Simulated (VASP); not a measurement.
Runs of VASP 6.6.1 on Fe. The structure is that of space group I4/mmm (No. 139), or close to it. The cells are those of the table. 

```tsv
task	cell	gap on the mesh (eV)	pressure (GPa)	moment (μB)
single point	a = 2.744, b = 2.455, c = 2.436 Å, angles 68.3, 56.2, 55.6°, 1 atom	none	3.1	2.19
single point	a = 2.706, b = 2.421, c = 2.403 Å, angles 68.3, 56.2, 55.6°, 1 atom	none	12.2	(b)
electric field gradients	a = 2.749, b = 2.462, c = 2.428 Å, angles 68.4, 56.4, 55.2°, 1 atom	none	3.3	2.19
single point	a = 2.790, b = 2.490, c = 2.502 Å, angles 68.0, 55.8, 56.2°, 1 atom	none	-6.4	(a)
single point	a = 2.753, b = 2.463, c = 2.444 Å, angles 68.3, 56.2, 55.6°, 1 atom	none	1.4	2.21
```

Alike in all rows: level PBE; potentials or basis VASP PAW PBE potentials, release 64 (Fe); spin collinear, ferromagnetic start; k mesh 16 × 16 × 16; cutoff (eV) 520; smearing fermi-dirac 0.05 eV.

Q: Fill in the values left out.

A: (a) 2.32; (b) 2.09.

Caveats: the stress differs along the axes, from -3 to 7 GPa (at least some runs); the stress differs along the axes, from 5 to 17 GPa (at least some runs); the stress differs along the axes, from -2 to 8 GPa (at least some runs); the stress differs along the axes, from -12 to -3 GPa (at least some runs); the stress differs along the axes, from -4 to 5 GPa (at least some runs).

A gap of «none» marks levels without a gap at the run's occupations.
